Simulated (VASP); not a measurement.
# Ta2ReBi2 (R-3m) in VASP: a series of runs

Aim: see how the results for Ta2ReBi2 move with the level of theory and the settings. Levels: PBE, LDA. Tasks: single point.

All numbers are computed with VASP 6.6.1; they aren't measurements. Logs are shortened: lines on timing, memory, paths and dates and some standing lists are left out, and cuts for length are marked.

## (1) The cell of the first run

The structure is trigonal, space group R-3m (No. 166). The conventional cell has a = 3.850 Å, b = 3.850 Å, c = 26.817 Å, α = 90.00°, β = 90.00°, γ = 120.00°. Bi (site symmetry 3m) has 3 Ta at 2.70 Å and 3 Re at 2.82 Å within 3.6 Å. Within 3.6 Å of Ta (site symmetry 3m) lie 3 Bi at 2.70 Å and 3 Ta at 3.28 Å. Within 3.7 Å of Re (site symmetry -3m) lie 6 Bi at 2.82 Å.

## (2) Single point, PBE

Input file INCAR:

```
SYSTEM = Ta2ReBi2
PREC = Accurate
ENCUT = 520
EDIFF = 1E-6
ISMEAR = -1
SIGMA = 0.0654
LREAL = .False.
LASPH = .True.
NELM = 80
ALGO = Normal
ISIF = 2
LWAVE = .False.
LCHARG = .False.
GGA = PE
NBANDS = 38
```

Input file KPOINTS:

```
regular mesh
0
Gamma
  5 5 5
  0 0 0
```

Input file POSCAR:

```
Ta2ReBi2
1.0
    3.8499430000      0.0000000000      0.0000000000
   -1.9249710000      3.3341540000      0.0000000000
   -1.9249710000      1.1113850000      8.9390190000
Bi Ta Re
2 2 1
Direct
    0.3980600000      0.6019400000      0.1941800000
    0.6019400000      0.3980600000      0.8058200000
    0.2116000000      0.7884000000      0.6348000000
    0.7884000000      0.2116000000      0.3652000000
    0.0000000000      0.0000000000      0.0000000000
```

Potentials or basis: VASP PAW PBE potentials, release 64 (Bi_d, Ta_pv, Re).

Started as:

```
cat potpaw_PBE.64/Bi_d/POTCAR potpaw_PBE.64/Ta_pv/POTCAR potpaw_PBE.64/Re/POTCAR > POTCAR
mpirun -np 1 vasp_std > vasp.out
```

OUTCAR:

```text
SYSTEM = Ta2ReBi2
   PREC = Accurate
   ENCUT = 520
   EDIFF = 1E-6
   ISMEAR = -1
   LREAL = .False.
   LASPH = .True.
   NELM = 80
   ISIF = 2
   GGA = PE

 ion  position               nearest neighbor table
   1  0.398  0.602  0.194-   4 2.70   4 2.70   4 2.70   5 2.82   5 2.82   5 2.82
   2  0.602  0.398  0.806-   3 2.70   3 2.70   3 2.70   5 2.82   5 2.82   5 2.82
   3  0.212  0.788  0.635-   2 2.70   2 2.70   2 2.70   4 3.28   4 3.28   4 3.28
   4  0.788  0.212  0.365-   1 2.70   1 2.70   1 2.70   3 3.28   3 3.28   3 3.28
   5  0.000  0.000  0.000-   1 2.82   2 2.82   2 2.82   1 2.82   2 2.82   1 2.82

  LATTYP: Found a trigonal (rhomboedric) cell.
 ALAT       =     9.2112302495
 COS(alpha) =     0.9126537045

  Lattice vectors:

 A1 = (   0.0000000000,  -2.2227690000,   8.9390190000)
 A2 = (   1.9249720000,   1.1113850000,   8.9390190000)
 A3 = (  -1.9249710000,   1.1113850000,   8.9390190000)

Analysis of symmetry for initial positions (statically):
=====================================================================
 Subroutine PRICEL returns:
 Original cell was already a primitive cell.

 Routine SETGRP: Setting up the symmetry group for a
 trigonal (rhombohedral) supercell.

 Subroutine GETGRP returns: Found 12 space group operations
 (whereof 12 operations were pure point group operations)
 out of a pool of 12 trial point group operations.

The static configuration has the point symmetry D_3d.

Analysis of symmetry for dynamics (positions and initial velocities):
=====================================================================
 Subroutine PRICEL returns:
 Original cell was already a primitive cell.

 Routine SETGRP: Setting up the symmetry group for a
 trigonal (rhombohedral) supercell.

 Subroutine GETGRP returns: Found 12 space group operations
 (whereof 12 operations were pure point group operations)
 out of a pool of 12 trial point group operations.

The dynamic configuration has the point symmetry D_3d.

 Subroutine INISYM returns: Found 12 space group operations
 (whereof 12 operations are pure point group operations),
 and found     1 'primitive' translations

----------------------------------------------------------------------------------------

                                     Primitive cell

  volume of cell :     114.7440

  direct lattice vectors                    reciprocal lattice vectors
     3.849943000  0.000000000  0.000000000     0.259744105  0.149963040  0.037289684
[... 88 lines left out ...]
   EDIFFG = 0.1E-04   stopping-criterion for IOM
   NSW    =      0    number of steps for IOM
   IBRION =     -1    ionic relax: 0-MD 1-quasi-New 2-CG
   NFREE  =      0    steps in history (QN), initial steepest desc. (CG)
   ISIF   =      2    stress and relaxation
   ISYM   =      2    0-nonsym 1-usesym 2-fastsym
   POTIM  = 0.5000    time-step for ionic-motion
   TEBEG  =    0.0;   TEEND  =   0.0 temperature during run
   PSTRESS=    0.0 pullay stress
   NELECT =      59.0000    total number of electrons
   NUPDOWN=      -1.0000    fix difference up-down
   EMIN   =  10.00;   EMAX   =-10.00  energy-range for DOS
   EFERMI =   0.00;   METHOD = LEGACY
   ISMEAR =    -1;   SIGMA  =   0.07  broadening in eV -4-tet -1-fermi 0-gaus
   EFERMI_NEDOS =   21; number of points for ismear=-14 and -15
   IALGO  =     38    algorithm
   IMIX   =      4    mixing-type and parameters
     AMIX     =   0.40;   BMIX     =  1.00
     AMIX_MAG =   1.60;   BMIX_MAG =  1.00
  volume/ion in A,a.u.               =      22.95       154.87
  Fermi-wavevector in a.u.,A,eV,Ry     =   1.311542  2.478455 23.403961  1.720143
  Thomas-Fermi vector in A             =   2.441996
   LORBIT       =      0    0 simple, 1 ext, 2 COOP (PROOUT), +10 PAW based schemes
   GGA     = PE    functional components
   LHFCALC =     F    Hartree Fock is set to
   AEXX    =    0.0000 exact exchange contribution
   IVDW    =     0    specifies the selected vdW correction
   LEPSILON=     F    determine dielectric tensor
   LRPA    =     F    only Hartree local field effects (RPA)
 non-spin polarized calculation
  energy-cutoff  :      520.00
  volume of cell :      114.74
 maximum number of plane-waves:      3110
 NGX is ok and might be reduce to    30
   NGX = 15   NGY = 15   NGZ = 35

 number of electron      58.9999996 magnetization

 Free energy of the ion-electron system (eV)
  ---------------------------------------------------
  ext. energy  EPLUGINS =         0.00000000
  ---------------------------------------------------
  free energy    TOTEN  =       -35.39779514 eV

  energy without entropy =      -35.28913578  energy(sigma->0) =      -35.34346546

 E-fermi :   7.3625     XC(G=0): -11.4394

 val. band max:        7.3563635699   @ k =   0.2000   0.2000  -0.0000
 cond. band min:       7.3660494996   @ k =  -0.4000   0.0000   0.2000
 fundamental gap:      0.0096859297
 Fermi energy:         7.3625303628

 k-point     1 :       0.0000    0.0000    0.0000
  band No.  band energies     occupation
      1     -27.9302      2.00000
      2     -27.8927      2.00000
      3     -27.8927      2.00000
      4     -27.8499      2.00000
      5     -27.8498      2.00000
      6     -27.7936      2.00000
[... 768 lines left out ...]
     37      10.3986      0.00000
     38      11.6538      0.00000

------------------------ aborting loop because EDIFF is reached ----------------------------------------

  FORCE on cell =-STRESS in cart. coord.  units (eV):
  Direction    XX          YY          ZZ          XY          YZ          ZX
  --------------------------------------------------------------------------------------
  -------------------------------------------------------------------------------------
  Total        3.9275856      3.9275987      0.5923579      0.0000006      0.0000000      0.0000000
  in kB       54.8411336     54.8413165      8.2711318      0.0000082      0.0000003      0.0000003
  external PRESSURE =      39.3178606 kB  Pullay stress =       0.0000000 kB

 VOLUME and BASIS-vectors are now :
 -----------------------------------------------------------------------------
  energy-cutoff  :      520.00
  volume of cell :      114.74
      direct lattice vectors                 reciprocal lattice vectors
     3.849943000  0.000000000  0.000000000     0.259744105  0.149963040  0.037289684
    -1.924971000  3.334154000  0.000000000     0.000000000  0.299926158 -0.037289711
    -1.924971000  1.111385000  8.939019000     0.000000000  0.000000000  0.111869099

 POSITION                                       TOTAL-FORCE (eV/Angst)
 -----------------------------------------------------------------------------------
      0.00000      2.22277      1.73578        -0.000000     -0.000000     -2.790929
      0.00000      2.22277      7.20324         0.000000      0.000000      2.790929
     -1.92497      3.33415      5.67449        -0.000000     -0.000000     -5.310683
      1.92497      1.11138      3.26453         0.000000      0.000000      5.310683
      0.00000      0.00000      0.00000         0.000000      0.000000      0.000000
 -----------------------------------------------------------------------------------
    total drift:                               -0.000000     -0.000000      0.000000

  FREE ENERGIE OF THE ION-ELECTRON SYSTEM (eV)
  ---------------------------------------------------
  free  energy   TOTEN  =       -35.3977951413 eV

  energy  without entropy=      -35.2891357769  energy(sigma->0) =      -35.34346546
```

OSZICAR:

```text
N       E                     dE             d eps       ncg     rms          rms(c)
DAV:   1     0.628791930877E+03    0.62879E+03   -0.31292E+04  2166   0.186E+03
DAV:   2     0.172242438393E+02   -0.61157E+03   -0.59626E+03  2282   0.617E+02
DAV:   3    -0.345750530025E+02   -0.51799E+02   -0.50274E+02  2318   0.174E+02
DAV:   4    -0.368674521357E+02   -0.22924E+01   -0.22040E+01  2030   0.300E+01
DAV:   5    -0.370321177380E+02   -0.16467E+00   -0.16135E+00  2528   0.905E+00    0.214E+01
DAV:   6    -0.356119922580E+02    0.14201E+01   -0.44874E+00  2140   0.123E+01    0.848E+00
DAV:   7    -0.368702335694E+02   -0.12582E+01   -0.10690E+01  2398   0.225E+01    0.732E+00
DAV:   8    -0.353903049347E+02    0.14799E+01   -0.50921E+00  2466   0.204E+01    0.223E+00
DAV:   9    -0.354029427694E+02   -0.12638E-01   -0.26795E-01  2076   0.257E+00    0.836E-01
DAV:  10    -0.353994792802E+02    0.34635E-02   -0.52347E-02  2370   0.205E+00    0.435E-01
DAV:  11    -0.353978910874E+02    0.15882E-02   -0.12512E-02  2292   0.737E-01    0.938E-02
DAV:  12    -0.353977992712E+02    0.91816E-04   -0.13103E-03  2112   0.200E-01    0.484E-02
DAV:  13    -0.353977993765E+02   -0.10531E-06   -0.12324E-04  2382   0.116E-01    0.217E-02
DAV:  14    -0.353977967649E+02    0.26116E-05   -0.59215E-05  2044   0.398E-02    0.122E-02
DAV:  15    -0.353977949149E+02    0.18500E-05   -0.77094E-06  1748   0.216E-02    0.184E-03
DAV:  16    -0.353977951413E+02   -0.22636E-06   -0.39819E-07  1010   0.101E-02
   1 F= -.35397795E+02 E0= -.35343465E+02  d E =-.108659E+00
```

Run time: 94 s. Hardware: 1 thread of Intel Xeon Platinum 8488C (Sapphire Rapids), shared host; peak memory 0.28 GiB.

Results:

```
Free energy            : -35.3978 eV
Pressure               : 3.9 GPa
Largest force          : 5.311 eV/Å
Band gap on the k mesh : zero (an odd number of electrons rules out a gap without spin polarisation)
```

Forces on the atoms (eV/Å):
```
Bi   0.000  0.000 -2.791
Bi   0.000  0.000  2.791
Ta   0.000  0.000 -5.311
Ta   0.000  0.000  5.311
Re   0.000  0.000  0.000
```

Caveat: the k points lie up to 0.38 Å⁻¹ apart, too coarse for converged energies and pressures of a metal; spin-orbit coupling is left out, which moves the levels of the heavy elements; forces of over 1 eV/Å act on the atoms, so gaps and moduli don't describe the material at rest.

## (3) Single point, LDA

Edit INCAR of step 2 so:

```diff
@@ -13,3 +13,3 @@
 LCHARG = .False.
-GGA = PE
+GGA = CA
 NBANDS = 38
```

KPOINTS is that of step 2.

POSCAR is that of step 2.

Potentials or basis: VASP PAW LDA potentials, release 64 (Bi_d, Ta_pv, Re).

Started as:

```
cat potpaw_LDA.64/Bi_d/POTCAR potpaw_LDA.64/Ta_pv/POTCAR potpaw_LDA.64/Re/POTCAR > POTCAR
mpirun -np 1 vasp_std > vasp.out
```

Run time: 76 s. Hardware: 1 thread of Intel Xeon Platinum 8488C (Sapphire Rapids), shared host; peak memory 0.25 GiB.

It converged, with:

- Free energy: -40.2092 eV
- Pressure: -3.4 GPa
- Largest force: 4.918 eV/Å
- Band gap on the k mesh: zero (an odd number of electrons rules out a gap without spin polarisation)

Forces in eV/Å, atoms in the order of the input:
```
Bi   0.000  0.000 -2.688
Bi   0.000  0.000  2.688
Ta   0.000  0.000 -4.918
Ta   0.000  0.000  4.918
Re   0.000  0.000  0.000
```

Stress tensor (GPa, compression positive):
```
-1.70  0.00  0.00
 0.00 -1.70  0.00
 0.00  0.00 -6.69
```

Levels at points of the mesh, in eV from the Fermi level:
```csv
k point,band 28,band 29,band 30,band 31,band 32,band 33
"(0.00, 0.00, 0.00)",-0.72,-0.72,-0.52,0.16,0.16,0.74
```

Caveat: the k points lie up to 0.38 Å⁻¹ apart, too coarse for converged energies and pressures of a metal; spin-orbit coupling is left out, which moves the levels of the heavy elements; forces of over 1 eV/Å act on the atoms, so gaps and moduli don't describe the material at rest.

## (4) Single point, PBE

Input file INCAR:

```
ALGO = Normal ; EDIFF = 1E-7
ENCUT = 520 ; GGA = PE
ISIF = 2 ; ISMEAR = -1
ISYM = 0 ; LASPH = T
LCHARG = F ; LREAL = F
LWAVE = F ; NBANDS = 38
NELM = 100 ; PREC = Accurate
SIGMA = 0.0654
```

Input file KPOINTS:

```
k-points
0
Gamma
  5 5 5
```

POSCAR is that of step 3.

Potentials or basis: VASP PAW PBE potentials, release 64 (Bi_d, Ta_pv, Re).

Started as:

```
cat potpaw_PBE.64/Bi_d/POTCAR potpaw_PBE.64/Ta_pv/POTCAR potpaw_PBE.64/Re/POTCAR > POTCAR
mpirun -np 1 vasp_std > vasp.out
```

Wall time 5 min (1 thread of Intel Xeon Platinum 8488C (Sapphire Rapids), shared host); peak memory 0.42 GiB.

The run converged. Its results:

* Free energy: -35.3978 eV
* Pressure: 3.9 GPa
* Largest force: 5.311 eV/Å
* Band gap on the k mesh: zero (an odd number of electrons rules out a gap without spin polarisation)

Forces on the atoms (eV/Å):
```
Bi   0.000  0.000 -2.791
Bi   0.000  0.000  2.792
Ta   0.000  0.000 -5.311
Ta   0.000  0.000  5.311
Re   0.000  0.000  0.000
```

Stress tensor (GPa, compression positive):
```
5.49 0.00 0.00
0.00 5.49 0.00
0.00 0.00 0.83
```

Levels at points of the mesh, in eV from the Fermi level:
```tsv
k point	band 28	band 29	band 30	band 31	band 32	band 33
(0.00, 0.00, 0.00)	-0.72	-0.72	-0.54	0.17	0.17	0.77
```

Caveat: the k points lie up to 0.38 Å⁻¹ apart, too coarse for converged energies and pressures of a metal; spin-orbit coupling is left out, which moves the levels of the heavy elements; forces of over 1 eV/Å act on the atoms, so gaps and moduli don't describe the material at rest.
